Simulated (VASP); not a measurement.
# H (I4/mmm) in VASP: a series of runs

The runs below take H through single point, with LDA.

All numbers are computed with VASP 6.6.1; they aren't measurements. Logs are shortened: lines on timing, memory, paths and dates and some standing lists are left out, and cuts for length are marked.

**1. The cell of the first run**

The structure is tetragonal, space group I4/mmm (No. 139). Conventional cell: a = 3.429 Å, b = 3.429 Å, c = 4.006 Å, α = 90.00°, β = 90.00°, γ = 90.00°. Within 1.0 Å of H (site symmetry 4mm) lie 1 H at 0.72 Å.

**2. Single point, LDA**

File INCAR:

```
  PREC = Accurate
  ENCUT = 520
  EDIFF = 1E-7
  ISMEAR = 0
  SIGMA = 0.05
  LREAL = F
  LASPH = T
  NELM = 80
  ALGO = Normal
  ISIF = 2
  LWAVE = F
  LCHARG = F
  NBANDS = 8
```

File KPOINTS:

```
Automatic mesh
0
Gamma
  10 10 10
```

File POSCAR:

```
H
1.0
   -1.7147090548      1.7147090548      2.0032087376
    1.7147090548     -1.7147090548      2.0032087376
    1.7147090548      1.7147090548     -2.0032087376
H
2
Direct
    0.9098622900      0.9098622900      0.0000000000
    0.0901377100      0.0901377100      0.0000000000
```

Potentials or basis: VASP PAW LDA potentials, release 64 (H).

Started as:

```sh
$ cat potpaw_LDA.64/H/POTCAR > POTCAR
$ mpirun -np 1 vasp_std > vasp.out
```

OUTCAR:

```text
PREC = Accurate
   ENCUT = 520
   EDIFF = 1E-7
   ISMEAR = 0
   LREAL = F
   LASPH = T
   NELM = 80
   ISIF = 2

 ion  position               nearest neighbor table
   1  0.910  0.910  0.000-   2 0.72
   2  0.090  0.090  0.000-   1 0.72

  LATTYP: Found a body centered tetragonal cell.
 ALAT       =     3.4294181096
 C/A-ratio  =     1.1682499325

  Lattice vectors:

 A1 = (  -1.7147090548,   1.7147090548,   2.0032087376)
 A2 = (   1.7147090548,  -1.7147090548,   2.0032087376)
 A3 = (   1.7147090548,   1.7147090548,  -2.0032087376)

Analysis of symmetry for initial positions (statically):
=====================================================================
 Subroutine PRICEL returns:
 Original cell was already a primitive cell.

 Routine SETGRP: Setting up the symmetry group for a
 body centered tetragonal supercell.

 Subroutine GETGRP returns: Found 16 space group operations
 (whereof 16 operations were pure point group operations)
 out of a pool of 16 trial point group operations.

The static configuration has the point symmetry D_4h.

Analysis of symmetry for dynamics (positions and initial velocities):
=====================================================================
 Subroutine PRICEL returns:
 Original cell was already a primitive cell.

 Routine SETGRP: Setting up the symmetry group for a
 body centered tetragonal supercell.

 Subroutine GETGRP returns: Found 16 space group operations
 (whereof 16 operations were pure point group operations)
 out of a pool of 16 trial point group operations.

The dynamic configuration has the point symmetry D_4h.

 Subroutine INISYM returns: Found 16 space group operations
 (whereof 16 operations are pure point group operations),
 and found     1 'primitive' translations

----------------------------------------------------------------------------------------

                                     Primitive cell

  volume of cell :      23.5596

  direct lattice vectors                    reciprocal lattice vectors
    -1.714709055  1.714709055  2.003208738     0.000000000  0.291594658  0.249599550
     1.714709055 -1.714709055  2.003208738     0.291594658  0.000000000  0.249599550
     1.714709055  1.714709055 -2.003208738     0.291594658  0.291594658  0.000000000

  length of vectors
     3.145361590  3.145361590  3.145361590     0.383832489  0.383832489  0.412377120

  position of ions in fractional coordinates (direct lattice)
     0.909862290  0.909862290  0.000000000
     0.090137710  0.090137710  0.000000000

  ion indices of the primitive-cell ions
   primitive index   ion index
                 1           1
                 2           2

----------------------------------------------------------------------------------------

 KPOINTS: Automatic mesh

Automatic generation of k-mesh.
 Grid dimensions read from file:
 generate k-points for:   10   10   10

 Generating k-lattice:

  Cartesian coordinates                     Fractional coordinates (reciprocal lattice)
     0.000000000  0.029159466  0.024959955     0.100000000 -0.000000000  0.000000000
     0.029159466  0.000000000  0.024959955    -0.000000000  0.100000000  0.000000000
     0.029159466  0.029159466  0.000000000     0.000000000  0.000000000  0.100000000

  Length of vectors
     0.038383249  0.038383249  0.041237712

  Shift w.r.t. Gamma in fractional coordinates (k-lattice)
     0.000000000  0.000000000  0.000000000

 Subroutine IBZKPT returns following result:
 ===========================================

 Found    102 irreducible k-points:

 Following reciprocal coordinates:
            Coordinates               Weight
  0.000000  0.000000  0.000000      1.000000
  0.100000 -0.000000  0.000000      8.000000
  0.200000 -0.000000  0.000000      8.000000
  0.300000 -0.000000  0.000000      8.000000
  0.400000 -0.000000  0.000000      8.000000
  0.500000 -0.000000  0.000000      4.000000
[... 16 lines left out ...]
  0.300000  0.300000  0.000000      8.000000
  0.400000  0.300000  0.000000     16.000000
 [... further k-points ...]
   k-points           NKPTS =    102   k-points in BZ     NKDIM =    102   number of bands    NBANDS=      8
   number of dos      NEDOS =    301   number of ions     NIONS =      2
   total plane-waves  NPLWV =  13824
   dimension x,y,z NGX =    24 NGY =   24 NGZ =   24
   dimension x,y,z NGXF=    48 NGYF=   48 NGZF=   48
   ions per type =               2
   NGX,Y,Z   is equivalent  to a cutoff of  12.69, 12.69, 12.69 a.u.
   NGXF,Y,Z  is equivalent  to a cutoff of  25.37, 25.37, 25.37 a.u.
 SYSTEM =  unknown system
   PREC   = accura    normal or accurate (medium, high low for compatibility)
   ISTART =      0    job   : 0-new  1-cont  2-samecut
   ICHARG =      2    charge: 1-file 2-atom 10-const
   ISPIN  =      1    spin polarized calculation?
   LNONCOLLINEAR =      F non collinear calculations
   LSORBIT =      F    spin-orbit coupling
   LASPH  =      T    aspherical Exc in radial PAW
   ENCUT  =  520.0 eV  38.22 Ry    6.18 a.u.   5.85  5.85  5.85*2*pi/ulx,y,z
   NELM   =     80;   NELMIN=  2; NELMDL= -5     # of ELM steps
   EDIFF  = 0.1E-06   stopping-criterion for ELM
   LREAL  =      F    real-space projection
   EDIFFG = 0.1E-05   stopping-criterion for IOM
   NSW    =      0    number of steps for IOM
   IBRION =     -1    ionic relax: 0-MD 1-quasi-New 2-CG
   NFREE  =      0    steps in history (QN), initial steepest desc. (CG)
   ISIF   =      2    stress and relaxation
   ISYM   =      2    0-nonsym 1-usesym 2-fastsym
   POTIM  = 0.5000    time-step for ionic-motion
   TEBEG  =    0.0;   TEEND  =   0.0 temperature during run
   PSTRESS=    0.0 pullay stress
   NELECT =       2.0000    total number of electrons
   NUPDOWN=      -1.0000    fix difference up-down
   EMIN   =  10.00;   EMAX   =-10.00  energy-range for DOS
   EFERMI =   0.00;   METHOD = LEGACY
   ISMEAR =     0;   SIGMA  =   0.05  broadening in eV -4-tet -1-fermi 0-gaus
   EFERMI_NEDOS =   21; number of points for ismear=-14 and -15
   IALGO  =     38    algorithm
   IMIX   =      4    mixing-type and parameters
     AMIX     =   0.40;   BMIX     =  1.00
     AMIX_MAG =   1.60;   BMIX_MAG =  1.00
  volume/ion in A,a.u.               =      11.78        79.49
  Fermi-wavevector in a.u.,A,eV,Ry     =   0.719497  1.359653  7.043413  0.517676
  Thomas-Fermi vector in A             =   1.808708
   LORBIT       =      0    0 simple, 1 ext, 2 COOP (PROOUT), +10 PAW based schemes
   GGA     = CA    functional components
   LHFCALC =     F    Hartree Fock is set to
   AEXX    =    0.0000 exact exchange contribution
   IVDW    =     0    specifies the selected vdW correction
   LEPSILON=     F    determine dielectric tensor
   LRPA    =     F    only Hartree local field effects (RPA)
 non-spin polarized calculation
 Gauss-broadening in eV      SIGMA  =   0.05
  energy-cutoff  :      520.00
  volume of cell :       23.56
 maximum number of plane-waves:       652
   NGX = 11   NGY = 11   NGZ = 11

 number of electron       2.0000001 magnetization

 Free energy of the ion-electron system (eV)
  ---------------------------------------------------
  ext. energy  EPLUGINS =         0.00000000
  ---------------------------------------------------
  free energy    TOTEN  =        -6.73847797 eV

  energy without entropy =       -6.73847797  energy(sigma->0) =       -6.73847797

 E-fermi :  -7.8315     XC(G=0):  -5.8750

 val. band max:       -8.1346318546   @ k =   0.5000   0.5000   0.5000
 cond. band min:       0.3309706197   @ k =   0.5000  -0.0000   0.0000
 fundamental gap:      8.4656024743
 Fermi energy:        -7.8314751517

 k-point     1 :       0.0000    0.0000    0.0000
  band No.  band energies     occupation
      1     -10.6717      2.00000
      2       4.9230      0.00000
      3       9.1571      0.00000
      4      15.1241      0.00000
      5      15.1241      0.00000
      6      17.0742      0.00000
      7      17.0742      0.00000
      8      18.5517      0.00000

 k-point     2 :       0.1000   -0.0000    0.0000
  band No.  band energies     occupation
      1     -10.5449      2.00000
      2       4.4062      0.00000
      3       9.3207      0.00000
      4      13.8251      0.00000
      5      14.2398      0.00000
      6      17.2061      0.00000
      7      17.5272      0.00000
      8      18.1809      0.00000

 k-point     3 :       0.2000   -0.0000    0.0000
  band No.  band energies     occupation
      1     -10.1883      2.00000
      2       3.2114      0.00000
      3       9.4387      0.00000
      4      11.9080      0.00000
      5      13.0868      0.00000
      6      16.3738      0.00000
      7      17.1937      0.00000
      8      18.3532      0.00000

 k-point     4 :       0.3000   -0.0000    0.0000
  band No.  band energies     occupation
      1      -9.6861      2.00000
      2       1.8524      0.00000
      3       9.0036      0.00000
      4      10.9116      0.00000
      5      12.2293      0.00000
      6      15.1765      0.00000
      7      16.7274      0.00000
      8      19.5937      0.00000

 k-point     5 :       0.4000   -0.0000    0.0000
  band No.  band energies     occupation
      1      -9.2098      2.00000
      2       0.7591      0.00000
      3       8.3712      0.00000
      4      10.6347      0.00000
      5      11.7175      0.00000
      6      14.4172      0.00000
      7      16.9399      0.00000
      8      19.2412      0.00000

 k-point     6 :       0.5000   -0.0000    0.0000
  band No.  band energies     occupation
      1      -9.0050      2.00000
      2       0.3310      0.00000
      3       8.1231      0.00000
      4      10.5691      0.00000
      5      11.5484      0.00000
      6      14.1590      0.00000
      7      17.4949      0.00000
      8      18.2781      0.00000

 k-point     7 :       0.1000    0.1000    0.0000
  band No.  band energies     occupation
      1     -10.3172      2.00000
      2       3.5221      0.00000
      3      10.0420      0.00000
      4      11.6030      0.00000
      5      13.6169      0.00000
      6      16.7495      0.00000
      7      16.9375      0.00000
      8      18.6648      0.00000

 k-point     8 :       0.2000    0.1000    0.0000
  band No.  band energies     occupation
      1      -9.8941      2.00000
      2       2.3779      0.00000
      3       9.4237      0.00000
      4      10.4428      0.00000
      5      12.9392      0.00000
      6      15.9207      0.00000
      7      17.4855      0.00000
      8      19.4462      0.00000

 k-point     9 :       0.3000    0.1000    0.0000
  band No.  band energies     occupation
      1      -9.3933      2.00000
      2       1.2868      0.00000
      3       7.9798      0.00000
      4      10.3312      0.00000
      5      12.3551      0.00000
      6      15.5087      0.00000
      7      18.3437      0.00000
      8      19.0550      0.00000

 k-point    10 :       0.4000    0.1000    0.0000
  band No.  band energies     occupation
      1      -9.0217      2.00000
      2       0.5887      0.00000
      3       7.2206      0.00000
      4      10.1391      0.00000
      5      12.0437      0.00000
      6      15.1631      0.00000
      7      17.4564      0.00000
      8      19.5312      0.00000
[... 78 lines left out ...]
 k-point    18 :       0.4000    0.2000    0.0000
  band No.  band energies     occupation
      1      -8.8419      2.00000
      2       0.9737      0.00000
      3       5.2883      0.00000
      4       9.4231      0.00000
      5      12.0810      0.00000
      6      15.8438      0.00000
      7      18.8160      0.00000
      8      21.2531      0.00000

 k-point    19 :       0.5000    0.2000    0.0000
  band No.  band energies     occupation
      1      -8.9686      2.00000
      2       1.3487      0.00000
      3       5.4633      0.00000
      4       9.4408      0.00000
      5      11.4433      0.00000
      6      15.8447      0.00000
      7      19.1768      0.00000
      8      20.3478      0.00000

 k-point    20 :      -0.4000    0.2000    0.0000
  band No.  band energies     occupation
      1      -9.3499      2.00000
      2       2.1323      0.00000
      3       6.2869      0.00000
      4       9.8256      0.00000
      5      11.1485      0.00000
      6      16.3550      0.00000
      7      17.3111      0.00000
      8      19.6814      0.00000

 k-point    21 :      -0.3000    0.2000   -0.0000
  band No.  band energies     occupation
      1      -9.7915      2.00000
      2       3.0679      0.00000
      3       7.2043      0.00000
      4      10.7968      0.00000
      5      11.6091      0.00000
      6      14.9270      0.00000
      7      17.1706      0.00000
      8      20.2925      0.00000

 k-point    22 :      -0.2000    0.2000    0.0000
  band No.  band energies     occupation
      1     -10.1300      2.00000
      2       3.7948      0.00000
      3       7.7316      0.00000
      4      12.4511      0.00000
      5      12.8110      0.00000
      6      13.7758      0.00000
      7      17.4515      0.00000
      8      20.2770      0.00000

 k-point    23 :       0.3000    0.3000    0.0000
  band No.  band energies     occupation
      1      -8.7878      2.00000
      2       1.3812      0.00000
      3       4.3289      0.00000
      4       9.1848      0.00000
      5      12.0305      0.00000
      6      16.7690      0.00000
      7      19.6137      0.00000
      8      20.2998      0.00000

 k-point    24 :       0.4000    0.3000    0.0000
  band No.  band energies     occupation
      1      -8.7344      2.00000
      2       1.9175      0.00000
      3       3.6627      0.00000
      4       8.9803      0.00000
      5      10.9294      0.00000
      6      17.2944      0.00000
      7      19.9306      0.00000
      8      21.4055      0.00000

 [... further k-points ...]
[... 5 lines left out ...]
  --------------------------------------------------------------------------------------
  -------------------------------------------------------------------------------------
  Total       -0.1295820     -0.1295820      1.1460162      0.0000000      0.0000000      0.0000000
  in kB       -8.8122770     -8.8122770     77.9353096      0.0000000      0.0000000      0.0000000
  external PRESSURE =      20.1035852 kB  Pullay stress =       0.0000000 kB

 VOLUME and BASIS-vectors are now :
 -----------------------------------------------------------------------------
  energy-cutoff  :      520.00
  volume of cell :       23.56
      direct lattice vectors                 reciprocal lattice vectors
    -1.714709055  1.714709055  2.003208738     0.000000000  0.291594658  0.249599550
     1.714709055 -1.714709055  2.003208738     0.291594658  0.000000000  0.249599550
     1.714709055  1.714709055 -2.003208738     0.291594658  0.291594658  0.000000000

 POSITION                                       TOTAL-FORCE (eV/Angst)
 -----------------------------------------------------------------------------------
      0.00000      0.00000      3.64529        -0.000000     -0.000000     -1.760166
      0.00000      0.00000      0.36113         0.000000      0.000000      1.760166
 -----------------------------------------------------------------------------------
    total drift:                               -0.000000      0.000000      0.000000

  FREE ENERGIE OF THE ION-ELECTRON SYSTEM (eV)
  ---------------------------------------------------
  free  energy   TOTEN  =        -6.7384779657 eV

  energy  without entropy=       -6.7384779657  energy(sigma->0) =       -6.73847797
```

It took 27 s on 1 thread of AMD EPYC 7R13, shared host; peak memory 0.1 GiB.

Results:

| Item | Value |
| --- | --- |
| Free energy | -6.7385 eV |
| Pressure | 2.0 GPa |
| Largest force | 1.760 eV/Å |
| Band gap on the k mesh | 8.47 eV (least direct gap 9.34 eV) |

Forces on the atoms (eV/Å):
```
H    0.000  0.000 -1.760
H    0.000  0.000  1.760
```

Levels at points of the mesh, in eV from the valence-band top:
```
           k point  band 1  band 2  band 3  band 4  band 5  band 6
(0.00, 0.00, 0.00)   -2.54   13.06   17.29   23.26   23.26   25.21
(0.50, 0.00, 0.00)   -0.87    8.47   16.26   18.70   19.68   22.29
(0.50, 0.50, 0.00)   -0.70    9.98   14.19   15.68   18.88   19.64
(0.50, 0.50, 0.50)    0.00   10.26   15.02   15.35   15.35   17.45
```

Caveat: forces of over 1 eV/Å act on the atoms, so gaps and moduli don't describe the material at rest. A k mesh can miss the band edges.

(Part 1 of 3 ends here.)
